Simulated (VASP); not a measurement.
Wanted: the native input for a VASP 6.6.1 run.

```
Task                   : single point
Functional             : PBE
Potentials or basis    : VASP PAW PBE potentials, release 64 (Ta_pv, N)
Cutoff                 : 520 eV
k mesh                 : 14 × 14 × 8
Occupations            : gaussian, width 0.1 eV
Spin                   : no spin polarisation
Dipole correction      : no
Further INCAR settings : ALGO = Normal; EDIFF = 1e-06; NBANDS = 20
```

The structure of Ta2N lies in POSCAR:

```
Ta2N
1.0
    3.1645350070     -0.0063502375     -0.0140078768
   -1.5877669705      2.7335795953      0.0117755347
   -0.0219142845      0.0086196186      5.0145239761
Ta N
2 1
Direct
    0.6870759828      0.3281044879      0.7469414266
    0.3129240172      0.6718955121      0.2530585734
    0.0000000000      0.0000000000      0.0000000000
```

This cell differs from its parent crystal: strained and its atoms moved.

The input as run:

INCAR

```
PREC = Accurate
ENCUT = 520
EDIFF = 1E-6
ISMEAR = 0
SIGMA = 0.1
LREAL = F
LASPH = T
NELM = 60
ALGO = Normal
ISIF = 2
LWAVE = F
LCHARG = F
GGA = PE
NBANDS = 20
```

KPOINTS

```
regular mesh
0
Gamma
  14 14 8
```

Potentials or basis: VASP PAW PBE potentials, release 64 (Ta_pv, N).

Run with:

```sh
$ cat potpaw_PBE.64/Ta_pv/POTCAR potpaw_PBE.64/N/POTCAR > POTCAR
$ mpirun -np 1 vasp_std > vasp.out
```

Results of the run:

The pressure is -14.2 GPa. The largest force is 0.366 eV/Å and the band gap on the k mesh is zero (an odd number of electrons rules out a gap without spin polarisation).

Caveat: the cell differs from its parent crystal (strained and its atoms moved); the cell stands under tension; spin-orbit coupling is left out, which moves the levels of the heavy elements.

Run time: 5.1 min on 1 thread of AMD EPYC 9R45 96-Core Processor (Zen 5), with other jobs on the host, peak memory 0.63 GiB.
